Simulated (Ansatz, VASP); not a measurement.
## MgF2 in VASP and in Ansatz

POSCAR

```
MgF2
1.0
    4.6220159946      0.0000000000      0.0000000000
    0.0000000000      4.6220159946      0.0000000000
    0.0000000000      0.0000000000      3.0765728771
Mg F
2 4
Direct
    0.0000000000      0.0000000000      0.0000000000
    0.5000000000      0.5000000000      0.5000000000
    0.3033639063      0.3033639063      0.0000000000
    0.1966360937      0.8033639063      0.5000000000
    0.8033639063      0.1966360937      0.5000000000
    0.6966360937      0.6966360937      0.0000000000
```

File INCAR.step1:

```
PREC     = Accurate       # precision mode
ENCUT    = 660            # plane-wave cutoff, eV
ISMEAR   = 0              # smearing method
SIGMA    = 0.01           # smearing width, eV
LREAL    = F              # projectors in reciprocal space
LASPH    = T              # aspherical terms in the spheres
NELM     = 120            # most SCF steps
NBANDS   = 25             # bands
GGA      = PE             # functional
ALGO     = Normal         # electronic algorithm
EDIFF    = 1E-5           # SCF threshold, eV
LWAVE    = T              # write WAVECAR
LCHARG   = F              # write CHGCAR
GGA_COMPAT= F
```

The input INCAR.step2:

```
PREC     = Accurate       # precision mode
ENCUT    = 660            # plane-wave cutoff, eV
EDIFF    = 1E-6           # SCF threshold, eV
ISMEAR   = 0              # smearing method
SIGMA    = 0.01           # smearing width, eV
LREAL    = F              # projectors in reciprocal space
LASPH    = T              # aspherical terms in the spheres
NELM     = 120            # most SCF steps
ALGO     = Normal         # electronic algorithm
ISIF     = 2              # what is computed and relaxed
LWAVE    = F              # write WAVECAR
LCHARG   = F              # write CHGCAR
METAGGA  = R2SCAN         # meta-GGA
LMIXTAU  = T            
NBANDS   = 25             # bands
ISTART   = 1            
GGA_COMPAT= F
```

File KPOINTS:

```
regular mesh
0
Gamma
  6 6 8
```

Input for Ansatz:

```yaml
crystal:
  lattice:
    - [4.6220159946, 0.0, 0.0]
    - [0.0, 4.6220159946, 0.0]
    - [0.0, 0.0, 3.0765728771]
  atoms:
    - { symbol: Mg, position: [0.0, 0.0, 0.0] }
    - { symbol: Mg, position: [0.5, 0.5, 0.5] }
    - { symbol: F, position: [0.3033639063, 0.3033639063, 0.0] }
    - { symbol: F, position: [0.1966360937, 0.8033639063, 0.5] }
    - { symbol: F, position: [0.8033639063, 0.1966360937, 0.5] }
    - { symbol: F, position: [0.6966360937, 0.6966360937, 0.0] }
kpoints:
  mp_grid: { grid: [6, 6, 8] }
  band_path:
    path:
      - [0.0, 0.0, 0.0]
      - [0.0, 0.5, 0.0]
      - [0.5, 0.5, 0.0]
      - [0.0, 0.0, 0.5]
      - [0.0, 0.5, 0.5]
      - [0.5, 0.5, 0.5]
    npoints: 1
hamiltonian:
  xc: r2scan
scf:
  occupations: { method: fixed }
  n_extra_bands: 5
output:
  forces: true
  stress: true
  eigenvalues: true
  write_density: true
  write_potential: true
  elf: true
  volumetric_format: npy
```

Change from the starting cell: uniaxial_z strain +1.0%.

Alike in both runs: task single point; functional r2SCAN; k mesh 6 × 6 × 8; no spin polarisation.

|  | VASP | Ansatz |
| --- | --- | --- |
| version | VASP 6.6.1 | Ansatz 0.2.0 |
| potentials or method | VASP PAW PBE potentials, release 64 (Mg, F) | plane waves, PAW |
| plane-wave cutoff (eV) | 660 | 500 |
| occupations | gaussian, width 0.01 eV | fixed |
| valence electrons in the cell | 32 | 48 |

```tsv
	VASP	Ansatz	Ansatz less VASP
gap on the k mesh at the Fermi level (eV)	7.95	7.99	+0.037
pressure (GPa)	-2.5	-1.1	+1.45
traceless stress, the component that is largest in VASP (GPa)	-1.04	-0.93	+0.109
rms of the force components (eV/Å)	0.003	0.000	-0.0030
```

VASP's potentials were made for PBE, not for r2SCAN. Atom by atom the forces differ by 0.003 eV/Å (rms over components). VASP's potentials hold 32 valence electrons a cell and Ansatz's 48, so a difference there can come from the potentials and not from the codes.
